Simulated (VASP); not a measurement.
# Zr (P6_3/mmc) in VASP: single point with PBEsol

Aim: the single point of Zr with PBEsol.

Program: VASP 6.6.1. These are calculated values, not measurements. Logs are shortened: lines on timing, memory, paths and dates and some standing lists are left out, and cuts for length are marked.

## (1) The cell of the first run

It takes space group P6_3/mmc (No. 194, hexagonal). Conventional cell: a = 3.185 Å, b = 3.185 Å, c = 5.115 Å, α = 90.00°, β = 90.00°, γ = 120.00°. Zr (site symmetry -6m2) has 12 Zr at 3.15 to 3.19 Å within 4.1 Å.

## (2) Single point, PBEsol

INCAR

```
PREC = Accurate
ENCUT = 520
EDIFF = 1E-6
ISMEAR = -1
SIGMA = 0.05
LREAL = F
LASPH = T
NELM = 60
ALGO = Normal
ISIF = 2
LWAVE = F
LCHARG = T
GGA = PS
LELF = T
LVHAR = T
NBANDS = 19
```

KPOINTS

```
Automatic mesh
0
Gamma
  15 15 8
```

POSCAR

```
Zr
1.0
    1.5925784071     -2.7584267162      0.0000000000
    1.5925784071      2.7584267161      0.0000000000
    0.0000000000      0.0000000000      5.1147995791
Zr
2
Direct
    0.6666666670      0.3333333330      0.2500000000
    0.3333333330      0.6666666670      0.7500000000
```

Potentials or basis: VASP PAW PBE potentials, release 64 (Zr_sv).

On the command line:

```bash
> cat potpaw_PBE.64/Zr_sv/POTCAR > POTCAR
> mpirun -np 1 vasp_std > vasp.out
```

OUTCAR:

```text
PREC = Accurate
   ENCUT = 520
   EDIFF = 1E-6
   ISMEAR = -1
   LREAL = F
   LASPH = T
   NELM = 60
   ISIF = 2
   GGA = PS

 ion  position               nearest neighbor table
   1  0.667  0.333  0.250-   2 3.15   2 3.15   2 3.15   2 3.15   2 3.15   2 3.15
   2  0.333  0.667  0.750-   1 3.15   1 3.15   1 3.15   1 3.15   1 3.15   1 3.15

  LATTYP: Found a hexagonal cell.
 ALAT       =     3.1851568143
 C/A-ratio  =     1.6058234735

  Lattice vectors:

 A1 = (   1.5925784071,  -2.7584267162,   0.0000000000)
 A2 = (   1.5925784071,   2.7584267161,   0.0000000000)
 A3 = (   0.0000000000,   0.0000000000,   5.1147995791)

Analysis of symmetry for initial positions (statically):
=====================================================================
 Subroutine PRICEL returns:
 Original cell was already a primitive cell.

 Routine SETGRP: Setting up the symmetry group for a
 hexagonal supercell.

 Subroutine GETGRP returns: Found 24 space group operations
 (whereof 12 operations were pure point group operations)
 out of a pool of 24 trial point group operations.

The static configuration has the point symmetry D_3d.
 The point group associated with its full space group is D_6h.

Analysis of symmetry for dynamics (positions and initial velocities):
=====================================================================
 Subroutine PRICEL returns:
 Original cell was already a primitive cell.

 Routine SETGRP: Setting up the symmetry group for a
 hexagonal supercell.

 Subroutine GETGRP returns: Found 24 space group operations
 (whereof 12 operations were pure point group operations)
 out of a pool of 24 trial point group operations.

The dynamic configuration has the point symmetry D_3d.
 The point group associated with its full space group is D_6h.

 Subroutine INISYM returns: Found 24 space group operations
 (whereof 12 operations are pure point group operations),
 and found     1 'primitive' translations

----------------------------------------------------------------------------------------

                                     Primitive cell

  volume of cell :      44.9387

  direct lattice vectors                    reciprocal lattice vectors
     1.592578407 -2.758426716  0.000000000     0.313956285 -0.181262746  0.000000000
     1.592578407  2.758426716  0.000000000     0.313956285  0.181262746  0.000000000
     0.000000000  0.000000000  5.114799579     0.000000000  0.000000000  0.195511082

  length of vectors
     3.185156814  3.185156814  5.114799579     0.362525491  0.362525491  0.195511082

  position of ions in fractional coordinates (direct lattice)
     0.666666667  0.333333333  0.250000000
     0.333333333  0.666666667  0.750000000

  ion indices of the primitive-cell ions
   primitive index   ion index
                 1           1
                 2           2

----------------------------------------------------------------------------------------

 KPOINTS: Automatic mesh

Automatic generation of k-mesh.
 Grid dimensions read from file:
 generate k-points for:   15   15    8

 Generating k-lattice:

  Cartesian coordinates                     Fractional coordinates (reciprocal lattice)
     0.020930419 -0.012084183  0.000000000     0.066666667  0.000000000  0.000000000
     0.020930419  0.012084183  0.000000000    -0.000000000  0.066666667  0.000000000
     0.000000000  0.000000000  0.024438885     0.000000000  0.000000000  0.125000000

  Length of vectors
     0.024168366  0.024168366  0.024438885

  Shift w.r.t. Gamma in fractional coordinates (k-lattice)
     0.000000000  0.000000000  0.000000000

 Subroutine IBZKPT returns following result:
 ===========================================

 Found    135 irreducible k-points:

 Following reciprocal coordinates:
            Coordinates               Weight
  0.000000  0.000000  0.000000      1.000000
  0.066667  0.000000  0.000000      6.000000
  0.133333 -0.000000  0.000000      6.000000
  0.200000  0.000000  0.000000      6.000000
  0.266667 -0.000000  0.000000      6.000000
  0.333333 -0.000000  0.000000      6.000000
[... 16 lines left out ...]
  0.333333  0.200000  0.000000     12.000000
  0.400000  0.200000  0.000000      6.000000
 [... further k-points ...]
   k-points           NKPTS =    135   k-points in BZ     NKDIM =    135   number of bands    NBANDS=     19
   number of dos      NEDOS =    301   number of ions     NIONS =      2
   total plane-waves  NPLWV =  23040
   dimension x,y,z NGX =    24 NGY =   24 NGZ =   40
   dimension x,y,z NGXF=    48 NGYF=   48 NGZF=   80
   ions per type =               2
   NGX,Y,Z   is equivalent  to a cutoff of  12.53, 12.53, 13.00 a.u.
   NGXF,Y,Z  is equivalent  to a cutoff of  25.05, 25.05, 26.00 a.u.
 SYSTEM =  unknown system
   PREC   = accura    normal or accurate (medium, high low for compatibility)
   ISTART =      0    job   : 0-new  1-cont  2-samecut
   ICHARG =      2    charge: 1-file 2-atom 10-const
   ISPIN  =      1    spin polarized calculation?
   LNONCOLLINEAR =      F non collinear calculations
   LSORBIT =      F    spin-orbit coupling
   LASPH  =      T    aspherical Exc in radial PAW
   ENCUT  =  520.0 eV  38.22 Ry    6.18 a.u.   5.92  5.92  9.51*2*pi/ulx,y,z
   NELM   =     60;   NELMIN=  2; NELMDL= -5     # of ELM steps
   EDIFF  = 0.1E-05   stopping-criterion for ELM
   LREAL  =      F    real-space projection
[... 7 lines left out ...]
   TEBEG  =    0.0;   TEEND  =   0.0 temperature during run
   PSTRESS=    0.0 pullay stress
   NELECT =      24.0000    total number of electrons
   NUPDOWN=      -1.0000    fix difference up-down
   EMIN   =  10.00;   EMAX   =-10.00  energy-range for DOS
   EFERMI =   0.00;   METHOD = LEGACY
   ISMEAR =    -1;   SIGMA  =   0.05  broadening in eV -4-tet -1-fermi 0-gaus
   EFERMI_NEDOS =   21; number of points for ismear=-14 and -15
   IALGO  =     38    algorithm
   IMIX   =      4    mixing-type and parameters
     AMIX     =   0.40;   BMIX     =  1.00
     AMIX_MAG =   1.60;   BMIX_MAG =  1.00
  volume/ion in A,a.u.               =      22.47       151.63
  Fermi-wavevector in a.u.,A,eV,Ry     =   1.328225  2.509981 24.003145  1.764181
  Thomas-Fermi vector in A             =   2.457478
   LORBIT       =      0    0 simple, 1 ext, 2 COOP (PROOUT), +10 PAW based schemes
   GGA     = PS    functional components
   LHFCALC =     F    Hartree Fock is set to
   AEXX    =    0.0000 exact exchange contribution
   IVDW    =     0    specifies the selected vdW correction
   LEPSILON=     F    determine dielectric tensor
   LRPA    =     F    only Hartree local field effects (RPA)
 non-spin polarized calculation
  energy-cutoff  :      520.00
  volume of cell :       44.94
 maximum number of plane-waves:      1230
 NGX is ok and might be reduce to    24
   NGX = 11   NGY = 11   NGZ = 19

 number of electron      24.0000000 magnetization

 Free energy of the ion-electron system (eV)
  ---------------------------------------------------
  ext. energy  EPLUGINS =         0.00000000
  ---------------------------------------------------
  free energy    TOTEN  =       -18.17086218 eV

  energy without entropy =      -18.15380535  energy(sigma->0) =      -18.16233377

 E-fermi :   9.2746     XC(G=0): -11.3655

 val. band max:        9.2707993718   @ k =   0.1333  -0.0000   0.3750
 cond. band min:       9.2811801110   @ k =   0.3333   0.3333   0.5000
 fundamental gap:      0.0103807391
 Fermi energy:         9.2745990697

 k-point     1 :       0.0000    0.0000    0.0000
  band No.  band energies     occupation
      1     -39.4011      2.00000
      2     -39.2257      2.00000
      3     -18.0125      2.00000
      4     -17.0312      2.00000
      5     -17.0312      2.00000
      6     -16.8912      2.00000
[... 11 lines left out ...]
     18      11.5208      0.00000
     19      13.8899      0.00000

 k-point     2 :       0.0667    0.0000    0.0000
  band No.  band energies     occupation
      1     -39.3951      2.00000
      2     -39.2230      2.00000
      3     -17.9971      2.00000
      4     -17.0665      2.00000
      5     -17.0426      2.00000
      6     -16.9154      2.00000
[... 11 lines left out ...]
     18      11.4029      0.00000
     19      13.9775      0.00000

 k-point     3 :       0.1333   -0.0000    0.0000
  band No.  band energies     occupation
      1     -39.3778      2.00000
      2     -39.2157      2.00000
      3     -17.9524      2.00000
      4     -17.1664      2.00000
      5     -17.0741      2.00000
      6     -17.0171      2.00000
[... 11 lines left out ...]
     18      11.3054      0.00000
     19      14.1781      0.00000

 k-point     4 :       0.2000    0.0000    0.0000
  band No.  band energies     occupation
      1     -39.3517      2.00000
      2     -39.2054      2.00000
      3     -17.8821      2.00000
      4     -17.3131      2.00000
      5     -17.1619      2.00000
      6     -17.1187      2.00000
[... 11 lines left out ...]
     18      11.8472      0.00000
     19      14.3924      0.00000

 k-point     5 :       0.2667   -0.0000    0.0000
  band No.  band energies     occupation
      1     -39.3203      2.00000
      2     -39.1948      2.00000
      3     -17.7929      2.00000
      4     -17.4807      2.00000
      5     -17.3215      2.00000
      6     -17.1680      2.00000
[... 11 lines left out ...]
     18      12.5520      0.00000
     19      14.5650      0.00000
[... 334 lines left out ...]
      2     -39.1851      2.00000
      3     -17.6684      2.00000
      4     -17.5553      2.00000
      5     -17.5309      2.00000
      6     -17.2307      2.00000
[... 11 lines left out ...]
     18      14.1382      0.00000
     19      14.3546      0.00000

 k-point    22 :       0.2667    0.2000    0.0000
  band No.  band energies     occupation
      1     -39.2528      2.00000
      2     -39.1823      2.00000
      3     -17.6589      2.00000
      4     -17.5749      2.00000
      5     -17.5686      2.00000
      6     -17.3103      2.00000
[... 11 lines left out ...]
     18      14.3182      0.00000
     19      15.0636      0.00000

 k-point    23 :       0.3333    0.2000    0.0000
  band No.  band energies     occupation
      1     -39.2310      2.00000
      2     -39.1838      2.00000
      3     -17.7289      2.00000
      4     -17.5746      2.00000
      5     -17.4898      2.00000
      6     -17.3854      2.00000
[... 11 lines left out ...]
     18      14.2918      0.00000
     19      15.7930      0.00000

 k-point    24 :       0.4000    0.2000    0.0000
  band No.  band energies     occupation
      1     -39.2216      2.00000
      2     -39.1860      2.00000
      3     -17.7533      2.00000
      4     -17.5694      2.00000
      5     -17.4485      2.00000
      6     -17.4198      2.00000
[... 11 lines left out ...]
     18      14.2819      0.00000
     19      15.9931      0.00000

 [... further k-points ...]

------------------------ aborting loop because EDIFF is reached ----------------------------------------

  FORCE on cell =-STRESS in cart. coord.  units (eV):
  Direction    XX          YY          ZZ          XY          YZ          ZX
  --------------------------------------------------------------------------------------
  -------------------------------------------------------------------------------------
  Total       -0.0048375     -0.0048375      0.0247618      0.0000000      0.0000000      0.0000000
  in kB       -0.1724680     -0.1724680      0.8828203      0.0000000      0.0000000      0.0000000
  external PRESSURE =       0.1792948 kB  Pullay stress =       0.0000000 kB

 VOLUME and BASIS-vectors are now :
 -----------------------------------------------------------------------------
  energy-cutoff  :      520.00
  volume of cell :       44.94
      direct lattice vectors                 reciprocal lattice vectors
     1.592578407 -2.758426716  0.000000000     0.313956285 -0.181262746  0.000000000
     1.592578407  2.758426716  0.000000000     0.313956285  0.181262746  0.000000000
     0.000000000  0.000000000  5.114799579     0.000000000  0.000000000  0.195511082

 POSITION                                       TOTAL-FORCE (eV/Angst)
 -----------------------------------------------------------------------------------
      1.59258     -0.91948      1.27870         0.000000     -0.000000      0.000000
      1.59258      0.91948      3.83610        -0.000000      0.000000      0.000000
 -----------------------------------------------------------------------------------
    total drift:                               -0.000000      0.000001     -0.000000

  FREE ENERGIE OF THE ION-ELECTRON SYSTEM (eV)
  ---------------------------------------------------
  free  energy   TOTEN  =       -18.1708621787 eV

  energy  without entropy=      -18.1538053535  energy(sigma->0) =      -18.16233377
```

Run time: 45 s. Hardware: 1 thread of Intel Xeon Platinum 8488C (Sapphire Rapids), shared host; peak memory 0.22 GiB.

What came out:

```
Free energy            : -18.1709 eV
Pressure               : 0.0 GPa
Band gap on the k mesh : zero (bands 12 and 13 overlap by 1.31 eV)
```

Stress tensor (GPa, compression positive):
```
-0.02  0.00  0.00
 0.00 -0.02  0.00
 0.00  0.00  0.09
```

Levels at points of the mesh, in eV from the Fermi level:
```csv
k point,band 10,band 11,band 12,band 13,band 14,band 15
"(0.00, 0.00, 0.00)",-3.15,0.87,0.87,0.94,1.25,1.58
"(0.00, 0.00, 0.50)",-4.01,0.00,0.00,0.78,0.78,0.78
```

Caveat: the PAW data sets were made with another functional, which shifts forces and pressure a little.
